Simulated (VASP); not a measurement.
# Se (Pm-3m) in VASP: single point with PBEsol

Aim: the single point of Se with PBEsol.

All numbers are computed with VASP 6.6.1; they aren't measurements. Logs are shortened: lines on timing, memory, paths and dates and some standing lists are left out, and cuts for length are marked.

### 1 The cell of the first run

The structure is cubic, space group Pm-3m (No. 221). The conventional cell has a = 3.784 Å, b = 3.784 Å, c = 3.784 Å, α = 90.00°, β = 90.00°, γ = 90.00°. Within 5.0 Å of Se (site symmetry m-3m) lie 6 Se at 3.78 Å.

This isn't the form of Se at room conditions, which is trigonal, of chains.

### 2 Single point, PBEsol

INCAR reads:

```
SYSTEM = Se
ALGO = Normal ; EDIFF = 1E-6
ENCUT = 500 ; GGA = PS
GGA_COMPAT = .False. ; ISIF = 2
ISMEAR = 1 ; LASPH = .True.
LCHARG = .False. ; LREAL = .False.
LWAVE = .False. ; NBANDS = 9
NELM = 120 ; PREC = Accurate
SIGMA = 0.05
```

KPOINTS reads:

```
k-points
0
Gamma
  6 6 6
  0 0 0
```

POSCAR reads:

```
Se
1.0
    3.7843200000      0.0000000000      0.0000000000
    0.0000000000      3.7843200000      0.0000000000
    0.0000000000      0.0000000000      3.7843200000
Se
1
Direct
    0.5000000000      0.5000000000      0.5000000000
```

Potentials or basis: VASP PAW PBE potentials, release 64 (Se).

The run is started by

```console
$ cat potpaw_PBE.64/Se/POTCAR > POTCAR
$ mpirun -np 1 vasp_std > vasp.out
```

OUTCAR:

```text
SYSTEM = Se
   EDIFF = 1E-6
   ENCUT = 500
   GGA = PS
   ISIF = 2
   ISMEAR = 1
   LASPH = .True.
   LREAL = .False.
   NELM = 120
   PREC = Accurate

 ion  position               nearest neighbor table
   1  0.500  0.500  0.500-

  LATTYP: Found a simple cubic cell.
 ALAT       =     3.7843200000

  Lattice vectors:

 A1 = (   3.7843200000,   0.0000000000,   0.0000000000)
 A2 = (   0.0000000000,   3.7843200000,   0.0000000000)
 A3 = (   0.0000000000,   0.0000000000,   3.7843200000)

Analysis of symmetry for initial positions (statically):
=====================================================================
 Subroutine PRICEL returns:
 Original cell was already a primitive cell.

 Routine SETGRP: Setting up the symmetry group for a
 simple cubic supercell.

 Subroutine GETGRP returns: Found 48 space group operations
 (whereof 48 operations were pure point group operations)
 out of a pool of 48 trial point group operations.

The static configuration has the point symmetry O_h .

Analysis of symmetry for dynamics (positions and initial velocities):
=====================================================================
 Subroutine PRICEL returns:
 Original cell was already a primitive cell.

 Routine SETGRP: Setting up the symmetry group for a
 simple cubic supercell.

 Subroutine GETGRP returns: Found 48 space group operations
 (whereof 48 operations were pure point group operations)
 out of a pool of 48 trial point group operations.

The dynamic configuration has the point symmetry O_h .

 Subroutine INISYM returns: Found 48 space group operations
 (whereof 48 operations are pure point group operations),
 and found     1 'primitive' translations

----------------------------------------------------------------------------------------

                                     Primitive cell

  volume of cell :      54.1955

  direct lattice vectors                    reciprocal lattice vectors
     3.784320000  0.000000000  0.000000000     0.264248267  0.000000000  0.000000000
     0.000000000  3.784320000  0.000000000     0.000000000  0.264248267  0.000000000
     0.000000000  0.000000000  3.784320000     0.000000000  0.000000000  0.264248267

  length of vectors
     3.784320000  3.784320000  3.784320000     0.264248267  0.264248267  0.264248267

  position of ions in fractional coordinates (direct lattice)
     0.500000000  0.500000000  0.500000000

  ion indices of the primitive-cell ions
   primitive index   ion index
                 1           1

----------------------------------------------------------------------------------------

 KPOINTS: k-points

Automatic generation of k-mesh.
 Grid dimensions read from file:
 generate k-points for:    6    6    6

 Generating k-lattice:

  Cartesian coordinates                     Fractional coordinates (reciprocal lattice)
     0.044041378  0.000000000  0.000000000     0.166666667  0.000000000  0.000000000
     0.000000000  0.044041378  0.000000000     0.000000000  0.166666667  0.000000000
     0.000000000  0.000000000  0.044041378     0.000000000  0.000000000  0.166666667

  Length of vectors
     0.044041378  0.044041378  0.044041378

  Shift w.r.t. Gamma in fractional coordinates (k-lattice)
     0.000000000  0.000000000  0.000000000

 Subroutine IBZKPT returns following result:
 ===========================================

 Found     20 irreducible k-points:

 Following reciprocal coordinates:
            Coordinates               Weight
  0.000000  0.000000  0.000000      1.000000
  0.166667  0.000000  0.000000      6.000000
  0.333333  0.000000  0.000000      6.000000
  0.500000  0.000000  0.000000      3.000000
  0.166667  0.166667  0.000000     12.000000
  0.333333  0.166667  0.000000     24.000000
[... 12 lines left out ...]
  0.500000  0.500000  0.333333      6.000000
  0.500000  0.500000  0.500000      1.000000
   k-points           NKPTS =     20   k-points in BZ     NKDIM =     20   number of bands    NBANDS=      9
   number of dos      NEDOS =    301   number of ions     NIONS =      1
   total plane-waves  NPLWV =  21952
   dimension x,y,z NGX =    28 NGY =   28 NGZ =   28
   dimension x,y,z NGXF=    56 NGYF=   56 NGZF=   56
   ions per type =               1
   NGX,Y,Z   is equivalent  to a cutoff of  12.30, 12.30, 12.30 a.u.
   NGXF,Y,Z  is equivalent  to a cutoff of  24.60, 24.60, 24.60 a.u.
 SYSTEM =  Se
   PREC   = accura    normal or accurate (medium, high low for compatibility)
   ISTART =      0    job   : 0-new  1-cont  2-samecut
   ICHARG =      2    charge: 1-file 2-atom 10-const
   ISPIN  =      1    spin polarized calculation?
   LNONCOLLINEAR =      F non collinear calculations
   LSORBIT =      F    spin-orbit coupling
   LASPH  =      T    aspherical Exc in radial PAW
   ENCUT  =  500.0 eV  36.75 Ry    6.06 a.u.   6.90  6.90  6.90*2*pi/ulx,y,z
   NELM   =    120;   NELMIN=  2; NELMDL= -5     # of ELM steps
   EDIFF  = 0.1E-05   stopping-criterion for ELM
   LREAL  =      F    real-space projection
   EDIFFG = 0.1E-04   stopping-criterion for IOM
   NSW    =      0    number of steps for IOM
   IBRION =     -1    ionic relax: 0-MD 1-quasi-New 2-CG
   NFREE  =      0    steps in history (QN), initial steepest desc. (CG)
   ISIF   =      2    stress and relaxation
   ISYM   =      2    0-nonsym 1-usesym 2-fastsym
   POTIM  = 0.5000    time-step for ionic-motion
   TEBEG  =    0.0;   TEEND  =   0.0 temperature during run
   PSTRESS=    0.0 pullay stress
   NELECT =       6.0000    total number of electrons
   NUPDOWN=      -1.0000    fix difference up-down
   EMIN   =  10.00;   EMAX   =-10.00  energy-range for DOS
   EFERMI =   0.00;   METHOD = LEGACY
   ISMEAR =     1;   SIGMA  =   0.05  broadening in eV -4-tet -1-fermi 0-gaus
   EFERMI_NEDOS =   21; number of points for ismear=-14 and -15
   IALGO  =     38    algorithm
   IMIX   =      4    mixing-type and parameters
     AMIX     =   0.40;   BMIX     =  1.00
     AMIX_MAG =   1.60;   BMIX_MAG =  1.00
  volume/ion in A,a.u.               =      54.20       365.73
  Fermi-wavevector in a.u.,A,eV,Ry     =   0.786087  1.485489  8.407490  0.617933
  Thomas-Fermi vector in A             =   1.890555
   LORBIT       =      0    0 simple, 1 ext, 2 COOP (PROOUT), +10 PAW based schemes
   GGA     = PS    functional components
   LHFCALC =     F    Hartree Fock is set to
   AEXX    =    0.0000 exact exchange contribution
   IVDW    =     0    specifies the selected vdW correction
   LEPSILON=     F    determine dielectric tensor
   LRPA    =     F    only Hartree local field effects (RPA)
 non-spin polarized calculation
 Methfessel and Paxton  Order N= 1 SIGMA  =   0.05
  energy-cutoff  :      500.00
  volume of cell :       54.20
 maximum number of plane-waves:      1406
 NGX is ok and might be reduce to    28
   NGX = 13   NGY = 13   NGZ = 13

 number of electron       6.0000001 magnetization

 Free energy of the ion-electron system (eV)
  ---------------------------------------------------
  ext. energy  EPLUGINS =         0.00000000
  ---------------------------------------------------
  free energy    TOTEN  =        -1.64854817 eV

  energy without entropy =       -1.64939976  energy(sigma->0) =       -1.64883203

 E-fermi :  -2.4016     XC(G=0):  -6.5246

 val. band max:       -2.4691208322   @ k =   0.3333   0.1667   0.1667
 cond. band min:      -2.3922966789   @ k =   0.5000   0.1667   0.0000
 fundamental gap:      0.0768241533
 Fermi energy:        -2.4016253363

 k-point     1 :       0.0000    0.0000    0.0000
  band No.  band energies     occupation
      1     -14.1896      2.00000
      2      -2.0151     -0.00000
      3      -2.0151     -0.00000
      4      -2.0151     -0.00000
      5       2.6757      0.00000
      6       6.0997      0.00000
      7       6.0997      0.00000
      8      13.2085      0.00000
      9      13.2093      0.00000

 k-point     2 :       0.1667    0.0000    0.0000
  band No.  band energies     occupation
      1     -14.1207      2.00000
      2      -2.7648      2.00000
      3      -1.9516     -0.00000
      4      -1.9516     -0.00000
      5       3.2967      0.00000
      6       6.3015      0.00000
      7       6.8445      0.00000
      8      11.2314      0.00000
      9      11.2314      0.00000

 k-point     3 :       0.3333    0.0000    0.0000
  band No.  band energies     occupation
      1     -13.9753      2.00000
      2      -3.8754      2.00000
      3      -1.8183     -0.00000
      4      -1.8183     -0.00000
      5       4.3510      0.00000
      6       6.8058      0.00000
      7       7.3830      0.00000
      8       9.7270      0.00000
      9       9.7270      0.00000

 k-point     4 :       0.5000    0.0000    0.0000
  band No.  band energies     occupation
      1     -13.8982      2.00000
      2      -4.3331      2.00000
      3      -1.7484     -0.00000
      4      -1.7484     -0.00000
      5       5.1320      0.00000
      6       6.6981      0.00000
      7       7.1475      0.00000
      8       9.1810      0.00000
      9       9.1810      0.00000
[... 157 lines left out ...]
 k-point    18 :       0.5000    0.3333    0.3333
  band No.  band energies     occupation
      1     -13.5081      2.00000
      2      -3.6503      2.00000
      3      -3.1627      2.00000
      4      -3.0767      2.00000
      5       4.8751      0.00000
      6       5.7631      0.00000
      7       6.3667      0.00000
      8      10.0449      0.00000
      9      11.3033      0.00000

 k-point    19 :       0.5000    0.5000    0.3333
  band No.  band energies     occupation
      1     -13.4401      2.00000
      2      -3.5293      2.00000
      3      -3.5293      2.00000
      4      -3.0147      2.00000
      5       4.6425      0.00000
      6       5.8288      0.00000
      7       5.8288      0.00000
      8       9.0328      0.00000
      9      11.5236      0.00000

 k-point    20 :       0.5000    0.5000    0.5000
  band No.  band energies     occupation
      1     -13.3735      2.00000
      2      -3.4161      2.00000
      3      -3.4161      2.00000
      4      -3.4161      2.00000
      5       5.2158      0.00000
      6       5.2158      0.00000
      7       5.2158      0.00000
      8       7.8936      0.00000
      9      14.3792      0.00000

------------------------ aborting loop because EDIFF is reached ----------------------------------------

  FORCE on cell =-STRESS in cart. coord.  units (eV):
  Direction    XX          YY          ZZ          XY          YZ          ZX
  --------------------------------------------------------------------------------------
  -------------------------------------------------------------------------------------
  Total       -2.4231433     -2.4231433     -2.4231433     -0.0000000     -0.0000000      0.0000000
  in kB      -71.6351405    -71.6351405    -71.6351405     -0.0000000     -0.0000000      0.0000000
  external PRESSURE =     -71.6351405 kB  Pullay stress =       0.0000000 kB

 VOLUME and BASIS-vectors are now :
 -----------------------------------------------------------------------------
  energy-cutoff  :      500.00
  volume of cell :       54.20
      direct lattice vectors                 reciprocal lattice vectors
     3.784320000  0.000000000  0.000000000     0.264248267  0.000000000  0.000000000
     0.000000000  3.784320000  0.000000000     0.000000000  0.264248267  0.000000000
     0.000000000  0.000000000  3.784320000     0.000000000  0.000000000  0.264248267

 POSITION                                       TOTAL-FORCE (eV/Angst)
 -----------------------------------------------------------------------------------
      1.89216      1.89216      1.89216         0.000000      0.000000      0.000000
 -----------------------------------------------------------------------------------
    total drift:                                0.000000      0.000000      0.000000

  FREE ENERGIE OF THE ION-ELECTRON SYSTEM (eV)
  ---------------------------------------------------
  free  energy   TOTEN  =        -1.6485481747 eV

  energy  without entropy=       -1.6493997552  energy(sigma->0) =       -1.64883203
```

It took 11 s on 1 thread of Intel Xeon 8259CL, shared host; peak memory 0.15 GiB.

Results:

- Free energy: -1.6485 eV
- Pressure: -7.2 GPa
- Band gap on the k mesh: zero (bands 3 and 4 overlap by 1.67 eV)

Caveat: the cell stands under tension; the PAW data sets were made with another functional, which shifts forces and pressure a little.
